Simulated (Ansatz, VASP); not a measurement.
# Hf2MnS3 in VASP and in Ansatz

Contents of INCAR:

```
SYSTEM = Hf2MnS3
PREC = Accurate
ENCUT = 600
EDIFF = 1E-6
ISMEAR = 0
SIGMA = 0.2
LREAL = .FALSE.
LASPH = .TRUE.
NELM = 150
ALGO = Normal
ISIF = 3
LWAVE = .FALSE.
LCHARG = .FALSE.
ISPIN = 2
MAGMOM = 0 0 4 0 0 0
LORBIT = 11
LMAXMIX = 4
GGA = PE
IBRION = 2
NSW = 36
EDIFFG = -0.08
```

File KPOINTS:

```
Automatic mesh
0
G
  3 3 5
  0 0 0
```

File POSCAR:

```
Hf2MnS3
1.0
    6.2101063500      0.0000000000      0.0000000000
   -3.1050531700      5.3781098600      0.0000000000
    0.0000000000      0.0000000000      3.4002896000
Hf Mn S
2 1 3
Direct
    0.6666666700      0.3333333300      0.0000000000
    0.3333333300      0.6666666700      0.0000000000
    0.0000000000      0.0000000000      0.0000000000
    0.5000000000      0.5000000000      0.5000000000
    0.5000000000      0.0000000000      0.5000000000
    0.0000000000      0.5000000000      0.5000000000
```

Input for Ansatz:

```yaml
crystal:
  lattice:
    - [6.21010635, 0.0, 0.0]
    - [-3.10505317, 5.37810986, 0.0]
    - [0.0, 0.0, 3.4002896]
  atoms:
    - { symbol: Hf, position: [0.66666667, 0.33333333, 0.0] }
    - { symbol: Hf, position: [0.33333333, 0.66666667, 0.0] }
    - { symbol: Mn, position: [0.0, 0.0, 0.0], spin: 4.0 }
    - { symbol: S, position: [0.5, 0.5, 0.5] }
    - { symbol: S, position: [0.5, 0.0, 0.5] }
    - { symbol: S, position: [0.0, 0.5, 0.5] }
basis:
  ecutwfc: 420
kpoints:
  mp_grid: { grid: [3, 3, 5] }
hamiltonian:
  xc: pbe
scf:
  occupations: { method: gaussian, width: 0.2 }
  lower_state_search: "off"
output:
  forces: true
  stress: true
  eigenvalues: true
  populations: true
magnetization:
  spin_polarized: true
relax:
  adjacent_minimum: "off"
  f_tol: 0.08
  max_steps: 16
  cell: { stress_tol: 0.8 }
```

Change from the starting cell: species swapped into the CeB2Ir3 type (P6/mmm, No. 191).

Alike in both runs: task relaxation of cell and atoms; functional PBE; k mesh 3 × 3 × 5; occupations gaussian, width 0.2 eV; collinear spin.

|  | VASP | Ansatz |
| --- | --- | --- |
| version | VASP 6.6.1 | Ansatz 0.2.0 |
| potentials or method | VASP PAW PBE potentials, release 64 (Hf_pv, Mn_pv, S), cutoff 600 eV | scalar-relativistic, plane waves, PAW |
| valence electrons in the cell | 51 | 85 |

```tsv
	VASP	Ansatz	Ansatz less VASP
gap on the k mesh at the Fermi level, each at its own relaxed structure (eV)	none	none	-
net moment per atom (μB)	0.75	0.76	+0.001
size of the moment on the site where the two differ most (μB)	4.31	4.61	+0.301
relaxed volume (Å³/atom)	20.82	20.97	+0.157
relaxed cell length with the largest relative difference (Å)	3.424	3.438	+0.0134
```

Site moments also hang on the region over which each program counts them. A gap of «none» marks a metal or a gap that the smearing closes. VASP's potentials hold 51 valence electrons a cell and Ansatz's 85, so a difference there can come from the potentials and not from the codes.

The k mesh is coarse, so the values compare programs but aren't converged. Neither program's run includes spin-orbit coupling.
